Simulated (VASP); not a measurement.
# HfO2 (Fm-3m) in VASP: a series of runs, part 2 of 3

VASP 6.6.1.

### 3 Single point, PBE

Contents of INCAR:

```
PREC = Accurate ; ENCUT = 600
EDIFF = 1E-6 ; ISMEAR = 1
SIGMA = 0.05 ; LREAL = F
LASPH = T ; NELM = 120
ALGO = Normal ; ISIF = 2
LWAVE = F ; LCHARG = F
GGA = PE ; NBANDS = 18
GGA_COMPAT = F
```

Contents of KPOINTS:

```
Automatic mesh
0
Gamma
  6 6 6
```

Contents of POSCAR:

```
HfO2
1.0
    0.0000000000      2.5291823194      2.5291823194
    2.5291823194      0.0000000000      2.5291823194
    2.5291823194      2.5291823194      0.0000000000
Hf O
1 2
Direct
    0.0000000000      0.0000000000      0.0000000000
    0.2500000000      0.2500000000      0.2500000000
    0.7500000000      0.7500000000      0.7500000000
```

Potentials or basis: VASP PAW PBE potentials, release 64 (Hf_pv, O).

Run with:

```console
$ cat potpaw_PBE.64/Hf_pv/POTCAR potpaw_PBE.64/O/POTCAR > POTCAR
$ mpirun -np 1 vasp_std > vasp.out
```

OUTCAR:

```text
PREC = Accurate
   ENCUT = 600
   EDIFF = 1E-6
   ISMEAR = 1
   LREAL = F
   LASPH = T
   NELM = 120
   ISIF = 2
   GGA = PE

 ion  position               nearest neighbor table
   1  0.000  0.000  0.000-   3 2.19   3 2.19   3 2.19   2 2.19   2 2.19   2 2.19   3 2.19   2 2.19

   2  0.250  0.250  0.250-   1 2.19   1 2.19   1 2.19   1 2.19
   3  0.750  0.750  0.750-   1 2.19   1 2.19   1 2.19   1 2.19

  LATTYP: Found a face centered cubic cell.
 ALAT       =     5.0583646388

  Lattice vectors:

 A1 = (   0.0000000000,   2.5291823194,   2.5291823194)
 A2 = (   2.5291823194,   0.0000000000,   2.5291823194)
 A3 = (   2.5291823194,   2.5291823194,   0.0000000000)

Analysis of symmetry for initial positions (statically):
=====================================================================
 Subroutine PRICEL returns:
 Original cell was already a primitive cell.

 Routine SETGRP: Setting up the symmetry group for a
 face centered cubic supercell.

 Subroutine GETGRP returns: Found 48 space group operations
 (whereof 48 operations were pure point group operations)
 out of a pool of 48 trial point group operations.

The static configuration has the point symmetry O_h .

Analysis of symmetry for dynamics (positions and initial velocities):
=====================================================================
 Subroutine PRICEL returns:
 Original cell was already a primitive cell.

 Routine SETGRP: Setting up the symmetry group for a
 face centered cubic supercell.

 Subroutine GETGRP returns: Found 48 space group operations
 (whereof 48 operations were pure point group operations)
 out of a pool of 48 trial point group operations.

The dynamic configuration has the point symmetry O_h .

 Subroutine INISYM returns: Found 48 space group operations
 (whereof 48 operations are pure point group operations),
 and found     1 'primitive' translations

----------------------------------------------------------------------------------------

                                     Primitive cell

  volume of cell :      32.3572

  direct lattice vectors                    reciprocal lattice vectors
     0.000000000  2.529182319  2.529182319    -0.197692351  0.197692351  0.197692351
     2.529182319  0.000000000  2.529182319     0.197692351 -0.197692351  0.197692351
     2.529182319  2.529182319  0.000000000     0.197692351  0.197692351 -0.197692351

  length of vectors
     3.576803938  3.576803938  3.576803938     0.342413197  0.342413197  0.342413197

  position of ions in fractional coordinates (direct lattice)
     0.000000000  0.000000000  0.000000000
     0.250000000  0.250000000  0.250000000
     0.750000000  0.750000000  0.750000000

  ion indices of the primitive-cell ions
   primitive index   ion index
                 1           1
                 2           2
                 3           3

----------------------------------------------------------------------------------------

 KPOINTS: Automatic mesh

Automatic generation of k-mesh.
 Grid dimensions read from file:
 generate k-points for:    6    6    6

 Generating k-lattice:

  Cartesian coordinates                     Fractional coordinates (reciprocal lattice)
    -0.032948725  0.032948725  0.032948725     0.166666667  0.000000000  0.000000000
     0.032948725 -0.032948725  0.032948725     0.000000000  0.166666667  0.000000000
     0.032948725  0.032948725 -0.032948725     0.000000000  0.000000000  0.166666667

  Length of vectors
     0.057068866  0.057068866  0.057068866

  Shift w.r.t. Gamma in fractional coordinates (k-lattice)
     0.000000000  0.000000000  0.000000000

 Subroutine IBZKPT returns following result:
 ===========================================

 Found     16 irreducible k-points:

 Following reciprocal coordinates:
            Coordinates               Weight
  0.000000  0.000000  0.000000      1.000000
  0.166667  0.000000  0.000000      8.000000
  0.333333  0.000000  0.000000      8.000000
  0.500000  0.000000  0.000000      4.000000
  0.166667  0.166667  0.000000      6.000000
  0.333333  0.166667  0.000000     24.000000
[... 8 lines left out ...]
 -0.333333  0.333333  0.166667     24.000000
 -0.333333  0.500000  0.166667     12.000000
   k-points           NKPTS =     16   k-points in BZ     NKDIM =     16   number of bands    NBANDS=     18
   number of dos      NEDOS =    301   number of ions     NIONS =      3
   total plane-waves  NPLWV =  27000
   dimension x,y,z NGX =    30 NGY =   30 NGZ =   30
   dimension x,y,z NGXF=    60 NGYF=   60 NGZF=   60
   ions per type =               1   2
   NGX,Y,Z   is equivalent  to a cutoff of  13.94, 13.94, 13.94 a.u.
   NGXF,Y,Z  is equivalent  to a cutoff of  27.89, 27.89, 27.89 a.u.
 SYSTEM =  unknown system
   PREC   = accura    normal or accurate (medium, high low for compatibility)
   ISTART =      0    job   : 0-new  1-cont  2-samecut
   ICHARG =      2    charge: 1-file 2-atom 10-const
   ISPIN  =      1    spin polarized calculation?
   LNONCOLLINEAR =      F non collinear calculations
   LSORBIT =      F    spin-orbit coupling
   LASPH  =      T    aspherical Exc in radial PAW
   ENCUT  =  600.0 eV  44.10 Ry    6.64 a.u.   7.14  7.14  7.14*2*pi/ulx,y,z
   NELM   =    120;   NELMIN=  2; NELMDL= -5     # of ELM steps
   EDIFF  = 0.1E-05   stopping-criterion for ELM
   LREAL  =      F    real-space projection
   EDIFFG = 0.1E-04   stopping-criterion for IOM
   NSW    =      0    number of steps for IOM
   IBRION =     -1    ionic relax: 0-MD 1-quasi-New 2-CG
   NFREE  =      0    steps in history (QN), initial steepest desc. (CG)
   ISIF   =      2    stress and relaxation
   ISYM   =      2    0-nonsym 1-usesym 2-fastsym
   POTIM  = 0.5000    time-step for ionic-motion
   TEBEG  =    0.0;   TEEND  =   0.0 temperature during run
   PSTRESS=    0.0 pullay stress
   NELECT =      22.0000    total number of electrons
   NUPDOWN=      -1.0000    fix difference up-down
   EMIN   =  10.00;   EMAX   =-10.00  energy-range for DOS
   EFERMI =   0.00;   METHOD = LEGACY
   ISMEAR =     1;   SIGMA  =   0.05  broadening in eV -4-tet -1-fermi 0-gaus
   EFERMI_NEDOS =   21; number of points for ismear=-14 and -15
   IALGO  =     38    algorithm
   IMIX   =      4    mixing-type and parameters
     AMIX     =   0.40;   BMIX     =  1.00
     AMIX_MAG =   1.60;   BMIX_MAG =  1.00
  volume/ion in A,a.u.               =      10.79        72.79
  Fermi-wavevector in a.u.,A,eV,Ry     =   1.439546  2.720348 28.195259  2.072293
  Thomas-Fermi vector in A             =   2.558390
   LORBIT       =      0    0 simple, 1 ext, 2 COOP (PROOUT), +10 PAW based schemes
   GGA     = PE    functional components
   LHFCALC =     F    Hartree Fock is set to
   AEXX    =    0.0000 exact exchange contribution
   IVDW    =     0    specifies the selected vdW correction
   LEPSILON=     F    determine dielectric tensor
   LRPA    =     F    only Hartree local field effects (RPA)
 non-spin polarized calculation
 Methfessel and Paxton  Order N= 1 SIGMA  =   0.05
  energy-cutoff  :      600.00
  volume of cell :       32.36
 maximum number of plane-waves:      1106
 NGX is ok and might be reduce to    30
   NGX = 15   NGY = 15   NGZ = 15

 number of electron      21.9999998 magnetization

 Free energy of the ion-electron system (eV)
  ---------------------------------------------------
  ext. energy  EPLUGINS =         0.00000000
  ---------------------------------------------------
  free energy    TOTEN  =       -30.25142017 eV

  energy without entropy =      -30.25146044  energy(sigma->0) =      -30.25143360

 E-fermi :   4.3781     XC(G=0): -11.8753

 val. band max:        4.3359890890   @ k =   0.5000   0.5000   0.0000
 cond. band min:       8.1578694884   @ k =   0.5000   0.5000   0.0000
 fundamental gap:      3.8218803994
 Fermi energy:         4.3780829782

 k-point     1 :       0.0000    0.0000    0.0000
  band No.  band energies     occupation
      1     -25.3179      2.00000
      2     -25.3179      2.00000
      3     -25.3179      2.00000
      4     -14.4382      2.00000
      5     -11.3716      2.00000
      6      -1.0484      2.00000
[... 10 lines left out ...]
     17      14.8458      0.00000
     18      17.9123      0.00000
[... 295 lines left out ...]
 k-point    16 :      -0.3333    0.5000    0.1667
  band No.  band energies     occupation
      1     -25.7064      2.00000
      2     -25.5338      2.00000
      3     -25.4463      2.00000
      4     -12.5623      2.00000
      5     -12.3438      2.00000
      6      -1.5654      2.00000
[... 10 lines left out ...]
     17      17.4865      0.00000
     18      17.8365      0.00000

------------------------ aborting loop because EDIFF is reached ----------------------------------------

  FORCE on cell =-STRESS in cart. coord.  units (eV):
  Direction    XX          YY          ZZ          XY          YZ          ZX
  --------------------------------------------------------------------------------------
  -------------------------------------------------------------------------------------
  Total        0.3821390      0.3821390      0.3821390      0.0000000      0.0000000     -0.0000000
  in kB       18.9217580     18.9217580     18.9217580      0.0000000      0.0000000     -0.0000000
  external PRESSURE =      18.9217580 kB  Pullay stress =       0.0000000 kB

 VOLUME and BASIS-vectors are now :
 -----------------------------------------------------------------------------
  energy-cutoff  :      600.00
  volume of cell :       32.36
      direct lattice vectors                 reciprocal lattice vectors
     0.000000000  2.529182319  2.529182319    -0.197692351  0.197692351  0.197692351
     2.529182319  0.000000000  2.529182319     0.197692351 -0.197692351  0.197692351
     2.529182319  2.529182319  0.000000000     0.197692351  0.197692351 -0.197692351

 POSITION                                       TOTAL-FORCE (eV/Angst)
 -----------------------------------------------------------------------------------
      0.00000      0.00000      0.00000        -0.000000      0.000000     -0.000000
      1.26459      1.26459      1.26459        -0.000000     -0.000000      0.000000
      3.79377      3.79377      3.79377         0.000000      0.000000      0.000000
 -----------------------------------------------------------------------------------
    total drift:                                0.000000     -0.000000      0.000000

  FREE ENERGIE OF THE ION-ELECTRON SYSTEM (eV)
  ---------------------------------------------------
  free  energy   TOTEN  =       -30.2514201744 eV

  energy  without entropy=      -30.2514604419  energy(sigma->0) =      -30.25143360
```

OSZICAR:

```text
N       E                     dE             d eps       ncg     rms          rms(c)
DAV:   1     0.106882721058E+03    0.10688E+03   -0.13585E+04   576   0.134E+03
DAV:   2    -0.311704429820E+02   -0.13805E+03   -0.13463E+03   750   0.311E+02
DAV:   3    -0.359840239483E+02   -0.48136E+01   -0.47963E+01   680   0.515E+01
DAV:   4    -0.360123457002E+02   -0.28322E-01   -0.28315E-01   688   0.435E+00
DAV:   5    -0.360125337497E+02   -0.18805E-03   -0.18805E-03   642   0.339E-01    0.486E+01
DAV:   6    -0.303810855438E+02    0.56314E+01   -0.20084E+01   588   0.324E+01    0.420E+01
DAV:   7    -0.302876123874E+02    0.93473E-01   -0.64803E-01   668   0.673E+00    0.293E+01
DAV:   8    -0.302724225363E+02    0.15190E-01   -0.27901E-01   628   0.488E+00    0.951E+00
DAV:   9    -0.302511705150E+02    0.21252E-01   -0.64647E-02   608   0.215E+00    0.266E+00
DAV:  10    -0.302513658081E+02   -0.19529E-03   -0.32363E-03   640   0.436E-01    0.170E-01
DAV:  11    -0.302514074034E+02   -0.41595E-04   -0.16875E-04   660   0.113E-01    0.213E-01
DAV:  12    -0.302514193143E+02   -0.11911E-04   -0.37145E-05   636   0.410E-02    0.147E-02
DAV:  13    -0.302514201744E+02   -0.86008E-06   -0.13986E-06   620   0.907E-03
   1 F= -.30251420E+02 E0= -.30251434E+02  d E =0.402675E-04
```

stdout:

```text
POSCAR found type information on POSCAR HfO
 POSCAR found :  2 types and       3 ions
 scaLAPACK will be used
 LDA part: xc-table for (Slater+PW92), standard interpolation
 POSCAR, INCAR and KPOINTS ok, starting setup
 FFT: planning ... GRIDC
 FFT: planning ... GRID_SOFT
 FFT: planning ... GRID
 WAVECAR not read
 entering main loop
```

Run time: 26 s. Hardware: 1 thread of Intel Xeon 8259CL, shared host; peak memory 0.17 GiB.

Results:

- Free energy: -30.2514 eV
- Pressure: 1.9 GPa
- Band gap on the k mesh: 3.82 eV, direct

Levels at points of the mesh, in eV from the valence-band top:
| k point | band 7 | band 8 | band 9 | band 10 | band 11 | band 12 | band 13 | band 14 | band 15 | band 16 |
| --- | --- | --- | --- | --- | --- | --- | --- | --- | --- | --- |
| (0.00, 0.00, 0.00) | -5.38 | -5.38 | -0.61 | -0.61 | -0.61 | 3.90 | 3.90 | 5.89 | 10.51 | 10.51 |
| (0.50, 0.00, 0.00) | -4.34 | -3.05 | -2.74 | -1.84 | -1.84 | 4.64 | 4.64 | 7.05 | 9.09 | 9.46 |
| (0.50, 0.50, 0.00) | -3.48 | -3.48 | -1.54 | -1.54 | 0.00 | 3.82 | 5.54 | 6.70 | 8.22 | 8.22 |

Caveat: spin-orbit coupling is left out, which moves the levels of the heavy elements.

### 4 Single point, PBE

Contents of INCAR:

```
PREC = Accurate
ENCUT = 600
EDIFF = 1E-6
ISMEAR = -1
SIGMA = 0.001
LREAL = False
LASPH = True
NELM = 120
ALGO = Normal
ISIF = 2
LWAVE = False
LCHARG = False
GGA = PE
NBANDS = 18
GGA_COMPAT = False
```

Contents of KPOINTS:

```
regular mesh
0
Gamma
  6 6 6
```

POSCAR is that of step 3.

Potentials or basis: VASP PAW PBE potentials, release 64 (Hf_pv, O).

Run with:

```console
$ cat potpaw_PBE.64/Hf_pv/POTCAR potpaw_PBE.64/O/POTCAR > POTCAR
$ mpirun -np 1 vasp_std > vasp.out
```

OUTCAR:

```text
PREC = Accurate
   ENCUT = 600
   EDIFF = 1E-6
   ISMEAR = -1
   LREAL = False
   LASPH = True
   NELM = 120
   ISIF = 2
   GGA = PE

 ion  position               nearest neighbor table
   1  0.000  0.000  0.000-   3 2.19   3 2.19   3 2.19   2 2.19   2 2.19   2 2.19   3 2.19   2 2.19

   2  0.250  0.250  0.250-   1 2.19   1 2.19   1 2.19   1 2.19
   3  0.750  0.750  0.750-   1 2.19   1 2.19   1 2.19   1 2.19

  LATTYP: Found a face centered cubic cell.
 ALAT       =     5.0583646388
[... 518 lines left out ...]

  FORCE on cell =-STRESS in cart. coord.  units (eV):
  Direction    XX          YY          ZZ          XY          YZ          ZX
  --------------------------------------------------------------------------------------
  -------------------------------------------------------------------------------------
  Total        0.3821390      0.3821390      0.3821390      0.0000000      0.0000000     -0.0000000
  in kB       18.9217581     18.9217581     18.9217581      0.0000000      0.0000000     -0.0000000
  external PRESSURE =      18.9217581 kB  Pullay stress =       0.0000000 kB

 VOLUME and BASIS-vectors are now :
 -----------------------------------------------------------------------------
  energy-cutoff  :      600.00
  volume of cell :       32.36
      direct lattice vectors                 reciprocal lattice vectors
     0.000000000  2.529182319  2.529182319    -0.197692351  0.197692351  0.197692351
     2.529182319  0.000000000  2.529182319     0.197692351 -0.197692351  0.197692351
     2.529182319  2.529182319  0.000000000     0.197692351  0.197692351 -0.197692351

 POSITION                                       TOTAL-FORCE (eV/Angst)
 -----------------------------------------------------------------------------------
      0.00000      0.00000      0.00000        -0.000000      0.000000     -0.000000
      1.26459      1.26459      1.26459         0.000000     -0.000000      0.000000
      3.79377      3.79377      3.79377         0.000000      0.000000     -0.000000
 -----------------------------------------------------------------------------------
    total drift:                                0.000000     -0.000000      0.000000

  FREE ENERGIE OF THE ION-ELECTRON SYSTEM (eV)
  ---------------------------------------------------
  free  energy   TOTEN  =       -30.2514604378 eV

  energy  without entropy=      -30.2514604378  energy(sigma->0) =      -30.25146044
```

stdout:

```text
POSCAR found type information on POSCAR HfO
 POSCAR found :  2 types and       3 ions
 scaLAPACK will be used
 LDA part: xc-table for (Slater+PW92), standard interpolation
 POSCAR, INCAR and KPOINTS ok, starting setup
 FFT: planning ... GRIDC
 FFT: planning ... GRID_SOFT
 FFT: planning ... GRID
 WAVECAR not read
 entering main loop
```

Wall time 27 s (1 thread of Intel Xeon 8259CL, shared host); peak memory 0.17 GiB.

What came out:

| Quantity | Value |
| --- | --- |
| Free energy | -30.2515 eV |
| Pressure | 1.9 GPa |
| Band gap on the k mesh | 3.82 eV, direct |

Levels at points of the mesh, in eV from the valence-band top:
```
           k point  band 7  band 8  band 9  band 10  band 11  band 12  band 13  band 14  band 15  band 16
(0.00, 0.00, 0.00)   -5.38   -5.38   -0.61    -0.61    -0.61     3.90     3.90     5.89    10.51    10.51
(0.50, 0.00, 0.00)   -4.34   -3.05   -2.74    -1.84    -1.84     4.64     4.64     7.05     9.09     9.46
(0.50, 0.50, 0.00)   -3.48   -3.48   -1.54    -1.54     0.00     3.82     5.54     6.70     8.22     8.22
```

Caveat: spin-orbit coupling is left out, which moves the levels of the heavy elements. Expect the measured gap to be larger: semilocal functionals such as PBE lack the derivative discontinuity.

(Part 2 of 3 ends here.)
